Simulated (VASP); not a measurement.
# B5As4 in VASP: notebook

The runs below take B5As4 through single point, with PBEsol.

Everything below comes from runs of VASP 6.6.1. Logs are shortened: lines on timing, memory, paths and dates and some standing lists are left out, and cuts for length are marked.

### 1 The cell of the first run

The cell holds a slab with vacuum, 9 atoms: a = 3.371 Å, b = 3.371 Å, c = 24.536 Å, α = 90.00°, β = 90.00°, γ = 90.00°.

### 2 Single point, PBEsol

Contents of INCAR:

```
SYSTEM = B5As4
PREC = Accurate
ENCUT = 520
EDIFF = 1E-6
ISMEAR = 0
SIGMA = 0.05
LREAL = .False.
LASPH = .True.
NELM = 100
ALGO = Normal
ISIF = 2
LWAVE = .False.
LCHARG = .False.
LDIPOL = .True.
IDIPOL = 3
DIPOL = 0.5 0.5 0.500
GGA = PS
NBANDS = 28
```

Contents of KPOINTS:

```
regular mesh
0
Gamma
  8 8 1
  0 0 0
```

Contents of POSCAR:

```
B5As4
1.0
    3.3713973180      0.0000000000      0.0000000000
    0.0000000000      3.3713973180      0.0000000000
    0.0000000000      0.0000000000     24.5357516225
B As
5 4
Direct
    0.5000000000      0.5000000000      0.3056763907
    0.0000000000      0.0000000000      0.4028381954
    0.5000000000      0.5000000000      0.5000000000
    0.0000000000      0.0000000000      0.5971618046
    0.5000000000      0.5000000000      0.6943236093
    0.5000000000      0.0000000000      0.3542572931
    0.0000000000      0.5000000000      0.4514190977
    0.5000000000      0.0000000000      0.5485809023
    0.0000000000      0.5000000000      0.6457427069
```

Potentials or basis: VASP PAW PBE potentials, release 64 (B, As).

The run is started by

```console
> cat potpaw_PBE.64/B/POTCAR potpaw_PBE.64/As/POTCAR > POTCAR
> mpirun -np 1 vasp_std > vasp.out
```

OUTCAR:

```text
SYSTEM = B5As4
   PREC = Accurate
   ENCUT = 520
   EDIFF = 1E-6
   ISMEAR = 0
   LREAL = .False.
   LASPH = .True.
   NELM = 100
   ISIF = 2
   GGA = PS

 ion  position               nearest neighbor table
   1  0.500  0.500  0.306-   6 2.06   6 2.06
   2  0.000  0.000  0.403-   7 2.06   7 2.06   6 2.06   6 2.06
   3  0.500  0.500  0.500-   7 2.06   8 2.06   8 2.06   7 2.06
   4  0.000  0.000  0.597-   8 2.06   8 2.06   9 2.06   9 2.06
   5  0.500  0.500  0.694-   9 2.06   9 2.06
   6  0.500  0.000  0.354-   2 2.06   2 2.06   1 2.06   1 2.06
   7  0.000  0.500  0.451-   2 2.06   2 2.06   3 2.06   3 2.06
   8  0.500  0.000  0.549-   4 2.06   4 2.06   3 2.06   3 2.06
   9  0.000  0.500  0.646-   4 2.06   4 2.06   5 2.06   5 2.06

  LATTYP: Found a simple tetragonal cell.
 ALAT       =     3.3713973180
 C/A-ratio  =     7.2776209115

  Lattice vectors:

 A1 = (   3.3713973180,   0.0000000000,   0.0000000000)
 A2 = (   0.0000000000,   3.3713973180,   0.0000000000)
 A3 = (   0.0000000000,   0.0000000000,  24.5357516225)

Analysis of symmetry for initial positions (statically):
=====================================================================
 Subroutine PRICEL returns:
 Original cell was already a primitive cell.

 Routine SETGRP: Setting up the symmetry group for a
 simple tetragonal supercell.

 Subroutine GETGRP returns: Found  8 space group operations
 (whereof  8 operations were pure point group operations)
 out of a pool of 16 trial point group operations.

The static configuration has the point symmetry D_2d.

Analysis of symmetry for dynamics (positions and initial velocities):
=====================================================================
 Subroutine PRICEL returns:
 Original cell was already a primitive cell.

 Routine SETGRP: Setting up the symmetry group for a
 simple tetragonal supercell.

 Subroutine GETGRP returns: Found  8 space group operations
 (whereof  8 operations were pure point group operations)
 out of a pool of 16 trial point group operations.

The dynamic configuration has the point symmetry D_2d.

 Subroutine INISYM returns: Found  8 space group operations
 (whereof  8 operations are pure point group operations),
 and found     1 'primitive' translations

----------------------------------------------------------------------------------------

                                     Primitive cell

  volume of cell :     278.8812

  direct lattice vectors                    reciprocal lattice vectors
     3.371397318  0.000000000  0.000000000     0.296612919  0.000000000  0.000000000
     0.000000000  3.371397318  0.000000000     0.000000000  0.296612919  0.000000000
     0.000000000  0.000000000 24.535751623     0.000000000  0.000000000  0.040756852

  length of vectors
     3.371397318  3.371397318 24.535751623     0.296612919  0.296612919  0.040756852

  position of ions in fractional coordinates (direct lattice)
     0.500000000  0.500000000  0.305676391
     0.000000000  0.000000000  0.402838195
     0.500000000  0.500000000  0.500000000
     0.000000000  0.000000000  0.597161805
     0.500000000  0.500000000  0.694323609
     0.500000000  0.000000000  0.354257293
     0.000000000  0.500000000  0.451419098
     0.500000000  0.000000000  0.548580902
     0.000000000  0.500000000  0.645742707

  ion indices of the primitive-cell ions
   primitive index   ion index
                 1           1
                 2           2
                 3           3
                 4           4
                 5           5
                 6           6
                 7           7
                 8           8
                 9           9

----------------------------------------------------------------------------------------

 KPOINTS: regular mesh

Automatic generation of k-mesh.
 Grid dimensions read from file:
 generate k-points for:    8    8    1

 Generating k-lattice:

  Cartesian coordinates                     Fractional coordinates (reciprocal lattice)
     0.037076615  0.000000000  0.000000000     0.125000000  0.000000000  0.000000000
     0.000000000  0.037076615  0.000000000     0.000000000  0.125000000  0.000000000
     0.000000000  0.000000000  0.040756852     0.000000000  0.000000000  1.000000000

  Length of vectors
     0.037076615  0.037076615  0.040756852

  Shift w.r.t. Gamma in fractional coordinates (k-lattice)
     0.000000000  0.000000000  0.000000000

 Subroutine IBZKPT returns following result:
 ===========================================

 Found     15 irreducible k-points:

 Following reciprocal coordinates:
            Coordinates               Weight
  0.000000  0.000000  0.000000      1.000000
  0.125000  0.000000  0.000000      4.000000
  0.250000  0.000000  0.000000      4.000000
  0.375000  0.000000  0.000000      4.000000
  0.500000  0.000000  0.000000      2.000000
  0.125000  0.125000  0.000000      4.000000
  0.250000  0.125000  0.000000      8.000000
  0.375000  0.125000  0.000000      8.000000
  0.500000  0.125000  0.000000      4.000000
  0.250000  0.250000  0.000000      4.000000
  0.375000  0.250000  0.000000      8.000000
  0.500000  0.250000  0.000000      4.000000
  0.375000  0.375000  0.000000      4.000000
  0.500000  0.375000  0.000000      4.000000
  0.500000  0.500000  0.000000      1.000000
   k-points           NKPTS =     15   k-points in BZ     NKDIM =     15   number of bands    NBANDS=     28
   number of dos      NEDOS =    301   number of ions     NIONS =      9
   total plane-waves  NPLWV = 150528
   dimension x,y,z NGX =    28 NGY =   28 NGZ =  192
   dimension x,y,z NGXF=    56 NGYF=   56 NGZF=  384
   ions per type =               5   4
   NGX,Y,Z   is equivalent  to a cutoff of  13.81, 13.81, 13.01 a.u.
   NGXF,Y,Z  is equivalent  to a cutoff of  27.61, 27.61, 26.02 a.u.
 SYSTEM =  B5As4
   PREC   = accura    normal or accurate (medium, high low for compatibility)
   ISTART =      0    job   : 0-new  1-cont  2-samecut
   ICHARG =      2    charge: 1-file 2-atom 10-const
   ISPIN  =      1    spin polarized calculation?
   LNONCOLLINEAR =      F non collinear calculations
   LSORBIT =      F    spin-orbit coupling
   LASPH  =      T    aspherical Exc in radial PAW
   ENCUT  =  520.0 eV  38.22 Ry    6.18 a.u.   6.27  6.27 45.62*2*pi/ulx,y,z
   NELM   =    100;   NELMIN=  2; NELMDL= -5     # of ELM steps
   EDIFF  = 0.1E-05   stopping-criterion for ELM
   LREAL  =      F    real-space projection
[... 7 lines left out ...]
   TEBEG  =    0.0;   TEEND  =   0.0 temperature during run
   PSTRESS=    0.0 pullay stress
   NELECT =      35.0000    total number of electrons
   NUPDOWN=      -1.0000    fix difference up-down
   EMIN   =  10.00;   EMAX   =-10.00  energy-range for DOS
   EFERMI =   0.00;   METHOD = LEGACY
   ISMEAR =     0;   SIGMA  =   0.05  broadening in eV -4-tet -1-fermi 0-gaus
   EFERMI_NEDOS =   21; number of points for ismear=-14 and -15
   IALGO  =     38    algorithm
   IMIX   =      4    mixing-type and parameters
     AMIX     =   0.40;   BMIX     =  1.00
     AMIX_MAG =   1.60;   BMIX_MAG =  1.00
  volume/ion in A,a.u.               =      30.99       209.11
  Fermi-wavevector in a.u.,A,eV,Ry     =   0.819642  1.548900  9.140580  0.671814
  Thomas-Fermi vector in A             =   1.930484
   LORBIT       =      0    0 simple, 1 ext, 2 COOP (PROOUT), +10 PAW based schemes
   GGA     = PS    functional components
   LHFCALC =     F    Hartree Fock is set to
   AEXX    =    0.0000 exact exchange contribution
   IVDW    =     0    specifies the selected vdW correction
   LEPSILON=     F    determine dielectric tensor
   LRPA    =     F    only Hartree local field effects (RPA)
 non-spin polarized calculation
 Gauss-broadening in eV      SIGMA  =   0.05
  energy-cutoff  :      520.00
  volume of cell :      278.88
 maximum number of plane-waves:      7540
 NGX is ok and might be reduce to    28
   NGX = 13   NGY = 13   NGZ = 91

 number of electron      35.0000003 magnetization

 dipolmoment           0.000000      0.000000     -0.000000 electrons x Angstroem

 Free energy of the ion-electron system (eV)
  ---------------------------------------------------
  ext. energy  EPLUGINS =         0.00000000
  ---------------------------------------------------
  free energy    TOTEN  =       -48.55593723 eV

  energy without entropy =      -48.54518465  energy(sigma->0) =      -48.55056094

 E-fermi :  -0.7464     XC(G=0):  -5.3680

 val. band max:       -0.7569852366   @ k =   0.0000   0.0000   0.0000
 cond. band min:      -0.7396205568   @ k =   0.5000   0.0000   0.0000
 fundamental gap:      0.0173646797
 Fermi energy:        -0.7463972314

 k-point     1 :       0.0000    0.0000    0.0000
  band No.  band energies     occupation
      1     -16.1353      2.00000
      2     -15.3127      2.00000
      3     -14.1427      2.00000
      4     -12.8614      2.00000
      5      -8.9024      2.00000
      6      -7.2660      2.00000
[... 20 lines left out ...]
     27       3.8107      0.00000
     28       3.8111      0.00000

 k-point     2 :       0.1250    0.0000    0.0000
  band No.  band energies     occupation
      1     -15.9655      2.00000
      2     -15.1525      2.00000
      3     -14.0048      2.00000
      4     -12.7747      2.00000
      5      -8.8234      2.00000
      6      -7.3988      2.00000
[... 20 lines left out ...]
     27       3.6509      0.00000
     28       3.8009      0.00000

 k-point     3 :       0.2500    0.0000    0.0000
  band No.  band energies     occupation
      1     -15.4659      2.00000
      2     -14.6900      2.00000
      3     -13.6351      2.00000
      4     -12.6311      2.00000
      5      -8.7927      2.00000
      6      -8.1230      2.00000
[... 20 lines left out ...]
     27       4.1690      0.00000
     28       4.8457      0.00000

 k-point     4 :       0.3750    0.0000    0.0000
  band No.  band energies     occupation
      1     -14.6758      2.00000
      2     -14.0084      2.00000
      3     -13.2439      2.00000
      4     -12.8496      2.00000
      5      -9.1160      2.00000
      6      -9.0173      2.00000
[... 20 lines left out ...]
     27       4.3929      0.00000
     28       4.5168      0.00000

 k-point     5 :       0.5000    0.0000    0.0000
  band No.  band energies     occupation
      1     -13.7314      2.00000
      2     -13.7305      2.00000
      3     -13.3667      2.00000
      4     -13.2462      2.00000
      5      -9.3876      2.00000
      6      -9.2750      2.00000
[... 20 lines left out ...]
     27       4.3688      0.00000
     28       4.4612      0.00000

 k-point     6 :       0.1250    0.1250    0.0000
  band No.  band energies     occupation
      1     -15.7962      2.00000
      2     -14.9925      2.00000
      3     -13.8667      2.00000
      4     -12.6844      2.00000
      5      -8.7476      2.00000
      6      -7.4596      2.00000
[... 184 lines left out ...]
      5      -8.9162      2.00000
      6      -8.8750      2.00000
[... 20 lines left out ...]
     27       5.1389      0.00000
     28       5.1615      0.00000

 k-point    13 :       0.3750    0.3750    0.0000
  band No.  band energies     occupation
      1     -13.2867      2.00000
      2     -12.7579      2.00000
      3     -12.2334      2.00000
      4     -12.0708      2.00000
      5      -9.0909      2.00000
      6      -8.5799      2.00000
[... 20 lines left out ...]
     27       4.7034      0.00000
     28       5.1232      0.00000

 k-point    14 :       0.5000    0.3750    0.0000
  band No.  band energies     occupation
      1     -12.5005      2.00000
      2     -12.4991      2.00000
      3     -12.1663      2.00000
      4     -12.1129      2.00000
      5      -8.9246      2.00000
      6      -8.8218      2.00000
[... 20 lines left out ...]
     27       4.2580      0.00000
     28       4.8121      0.00000

 k-point    15 :       0.5000    0.5000    0.0000
  band No.  band energies     occupation
      1     -12.1195      2.00000
      2     -12.1195      2.00000
      3     -11.7960      2.00000
      4     -11.7960      2.00000
      5      -9.3241      2.00000
      6      -9.3222      2.00000
[... 20 lines left out ...]
     27       4.2252      0.00000
     28       4.2252      0.00000

------------------------ aborting loop because EDIFF is reached ----------------------------------------

 vacuum level on the upper side and lower side of the slab       (xc-potential included)        -0.123        -0.123

  FORCE on cell =-STRESS in cart. coord.  units (eV):
  Direction    XX          YY          ZZ          XY          YZ          ZX
  --------------------------------------------------------------------------------------
  -------------------------------------------------------------------------------------
  Total       -1.3227989     -1.3227989     -2.6148941      0.0000000      0.0000000      0.0000000
  in kB       -7.5995024     -7.5995024    -15.0226119      0.0000000      0.0000000      0.0000000
  external PRESSURE =     -10.0738722 kB  Pullay stress =       0.0000000 kB

 VOLUME and BASIS-vectors are now :
 -----------------------------------------------------------------------------
  energy-cutoff  :      520.00
  volume of cell :      278.88
      direct lattice vectors                 reciprocal lattice vectors
     3.371397318  0.000000000  0.000000000     0.296612919  0.000000000  0.000000000
     0.000000000  3.371397318  0.000000000     0.000000000  0.296612919  0.000000000
     0.000000000  0.000000000 24.535751623     0.000000000  0.000000000  0.040756852

 POSITION                                       TOTAL-FORCE (eV/Angst)
 -----------------------------------------------------------------------------------
      1.68570      1.68570      7.50000         0.000000      0.000000      1.255582
      0.00000      0.00000      9.88394        -0.000000     -0.000000      0.173167
      1.68570      1.68570     12.26788         0.000000     -0.000000      0.000000
      0.00000      0.00000     14.65181         0.000000     -0.000000     -0.173167
      1.68570      1.68570     17.03575         0.000000     -0.000000     -1.255582
      1.68570      0.00000      8.69197         0.000000      0.000000     -1.367490
      0.00000      1.68570     11.07591         0.000000      0.000000     -0.181210
      1.68570      0.00000     13.45984         0.000000     -0.000000      0.181210
      0.00000      1.68570     15.84378        -0.000000     -0.000000      1.367490
 -----------------------------------------------------------------------------------
    total drift:                                0.000000      0.000000      0.000000

  FREE ENERGIE OF THE ION-ELECTRON SYSTEM (eV)
  ---------------------------------------------------
  free  energy   TOTEN  =       -48.5559372317 eV

  energy  without entropy=      -48.5451846478  energy(sigma->0) =      -48.55056094

 vacuum level on the upper side and lower side of the slab         4.941         4.941
```

Run time: 97 s. Hardware: 1 thread of Intel Xeon 6975P-C (Granite Rapids), shared host; peak memory 0.43 GiB.

What came out:

```yaml
Free_energy: -48.5559 eV
Largest_force: 1.367 eV/Å
Band_gap_on_the_k_mesh: zero (an odd number of electrons rules out a gap without spin polarisation)
```

Forces on the atoms (eV/Å):
```
B    0.000  0.000  1.256
B    0.000  0.000  0.173
B    0.000  0.000  0.000
B    0.000  0.000 -0.173
B    0.000  0.000 -1.256
As   0.000  0.000 -1.367
As   0.000  0.000 -0.181
As   0.000  0.000  0.181
As   0.000  0.000  1.367
```

Caveat: the PAW data sets were made with another functional, which shifts forces and pressure a little; an odd number of electrons without spin polarisation forces a metal; a magnetic or distorted state may lie lower.

### 3 Single point, PBEsol

Contents of INCAR:

```
SYSTEM = B5As4
PREC = Accurate
ENCUT = 520
EDIFF = 1E-6
ISMEAR = 0
SIGMA = 0.05
LREAL = .False.
LASPH = .True.
NELM = 60
ALGO = Normal
ISIF = 2
LWAVE = .False.
LCHARG = .True.
LDIPOL = .True.
IDIPOL = 3
DIPOL = 0.5 0.5 0.500
GGA = PS
LELF = .True.
LVHAR = .True.
LVACPOTAV = .True.
NBANDS = 28
```

KPOINTS is that of step 2.

Contents of POSCAR:

```
B5As4
1.0
    3.3713973180      0.0000000000      0.0000000000
    0.0000000000      3.3713973180      0.0000000000
    0.0000000000      0.0000000000     24.5357516225
B As
5 4
Direct
    0.5000000000      0.5000000000      0.3117643947
    0.0000000000      0.0000000000      0.4032578651
    0.5000000000      0.5000000000      0.4999999969
    0.0000000000      0.0000000000      0.5967421334
    0.5000000000      0.5000000000      0.6882356108
    0.5000000000      0.0000000000      0.3531753373
    0.0000000000      0.5000000000      0.4512254914
    0.5000000000      0.0000000000      0.5487745060
    0.0000000000      0.5000000000      0.6468246644
```

Potentials or basis: VASP PAW PBE potentials, release 64 (B, As).

The run is started by

```console
> cat potpaw_PBE.64/B/POTCAR potpaw_PBE.64/As/POTCAR > POTCAR
> mpirun -np 1 vasp_std > vasp.out
```

Run time: 1.7 min. Hardware: 1 thread of Intel Xeon 6975P-C (Granite Rapids), shared host; peak memory 0.43 GiB.

Results (log left out):

```
Free energy            : -48.7799 eV
Largest force          : 0.073 eV/Å
Band gap on the k mesh : zero (an odd number of electrons rules out a gap without spin polarisation)
```

Forces in eV/Å, atoms in the order of the input:
```
B    0.000  0.000 -0.073
B    0.000  0.000 -0.007
B    0.000  0.000  0.000
B    0.000  0.000  0.007
B    0.000  0.000  0.073
As   0.000  0.000  0.017
As   0.000  0.000  0.011
As   0.000  0.000 -0.011
As   0.000  0.000 -0.017
```

Levels at points of the mesh, in eV from the Fermi level:
```
           k point  band 16  band 17  band 18  band 19  band 20  band 21
(0.00, 0.00, 0.00)    -1.15    -0.06     0.32     1.07     1.14     1.88
(0.50, 0.00, 0.00)    -2.01    -0.48    -0.02     0.59     2.54     3.02
(0.50, 0.50, 0.00)    -4.48    -0.76    -0.76    -0.28     0.00     1.91
```

Caveat: the PAW data sets were made with another functional, which shifts forces and pressure a little; an odd number of electrons without spin polarisation forces a metal; a magnetic or distorted state may lie lower.

### 4 Single point, PBEsol

Contents of INCAR:

```
  PREC = Accurate
  ENCUT = 520
  EDIFF = 1E-6
  ISMEAR = 0
  SIGMA = 0.05
  LREAL = F
  LASPH = T
  NELM = 80
  ALGO = Normal
  ISIF = 2
  LWAVE = F
  LCHARG = F
  LDIPOL = T
  IDIPOL = 3
  DIPOL = 0.5 0.5 0.500
  GGA = PS
  NBANDS = 28
```

Contents of KPOINTS:

```
Automatic mesh
0
Gamma
  8 8 1
```

Contents of POSCAR:

```
B5As4
1.0
    3.3713973180      0.0000000000      0.0000000000
    0.0000000000      3.3713973180      0.0000000000
    0.0000000000      0.0000000000     24.5357516225
B As
5 4
Direct
    0.5000000000      0.5000000000      0.3056763907
    0.0000000000      0.0000000000      0.4028381954
    0.5000000000      0.5000000000      0.5000000000
    0.0000000000      0.0000000000      0.5971618046
    0.5000000000      0.5000000000      0.6943236093
    0.5000000000      0.0000000000      0.3542572931
    0.0000000000      0.5000000000      0.4514190977
    0.5000000000      0.0000000000      0.5485809023
    0.0000000000      0.5000000000      0.6457427069
```

The run is started by

```console
> cat potpaw_PBE.64/B/POTCAR potpaw_PBE.64/As/POTCAR > POTCAR
> mpirun -np 1 vasp_std > vasp.out
```

It took 1.8 min on 1 thread of Intel Xeon 6975P-C (Granite Rapids), shared host; peak memory 0.42 GiB.

The run converged. Its results:

| Item | Value |
| --- | --- |
| Free energy | -48.5559 eV |
| Largest force | 1.367 eV/Å |
| Band gap on the k mesh | zero (an odd number of electrons rules out a gap without spin polarisation) |

Forces in eV/Å, atoms in the order of the input:
```
B    0.000  0.000  1.256
B    0.000  0.000  0.173
B    0.000  0.000  0.000
B    0.000  0.000 -0.173
B    0.000  0.000 -1.256
As   0.000  0.000 -1.367
As   0.000  0.000 -0.181
As   0.000  0.000  0.181
As   0.000  0.000  1.367
```

Levels at points of the mesh, in eV from the Fermi level:
```
           k point  band 15  band 16  band 17  band 18  band 19  band 20  band 21  band 22
(0.00, 0.00, 0.00)    -0.72    -0.72    -0.01     0.43     1.21     1.24     2.10     2.14
(0.50, 0.00, 0.00)    -1.96    -1.51    -0.45     0.01     0.50     2.98     3.13     3.19
(0.50, 0.50, 0.00)    -4.23    -4.23    -0.40    -0.40    -0.27     0.02     2.07     2.54
```

Caveat: the PAW data sets were made with another functional, which shifts forces and pressure a little; an odd number of electrons without spin polarisation forces a metal; a magnetic or distorted state may lie lower.

The gap in the log of VASP goes by the Fermi energy; the results here count the filled bands.